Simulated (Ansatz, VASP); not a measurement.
# Two plane-wave programs on SiC

```
Si C
1.0
     0.00000    2.17400    2.17400
     2.17400    0.00000    2.17400
     2.17400    2.17400    0.00000
Si C
1 1
Cartesian
  0.0000 0.0000 0.0000
  3.2610 3.2610 3.2985
```

Change from the starting cell: all C atoms moved +0.037 Å, as atom 2 along Cartesian [0 0 1].

Alike in both runs: task single point; functional PBE; k mesh 12 × 12 × 12; occupations gaussian, width 0.05 eV; no spin polarisation.

|  | VASP | Ansatz |
| --- | --- | --- |
| version | VASP 6.6.1 | Ansatz 0.2.0 |
| potentials or method | VASP PAW PBE potentials, release 64 (Si, C), cutoff 520 eV | scalar-relativistic, plane waves, PAW |
| valence electrons in the cell | 8 | 8 |

VASP gave:

| Quantity | Value |
| --- | --- |
| gap on the k mesh at the Fermi level (eV) | 1.17 |
| least direct gap on the mesh (eV) | 4.46 |
| pressure (GPa) | 5.0 |
| traceless stress, the component that is largest in VASP (GPa) | 2.55 |
| rms of the force components (eV/Å) | 0.421 |

What did Ansatz give for the same quantities?

gap on the k mesh at the Fermi level (eV): 1.18; least direct gap on the mesh (eV): 4.46; pressure (GPa): 5.0; traceless stress, the component that is largest in VASP (GPa): 2.56; rms of the force components (eV/Å): 0.422.

Atom by atom the forces differ by 0.000 eV/Å (rms over components). With one functional, cell and mesh, what is left measures potentials, basis and numerics.
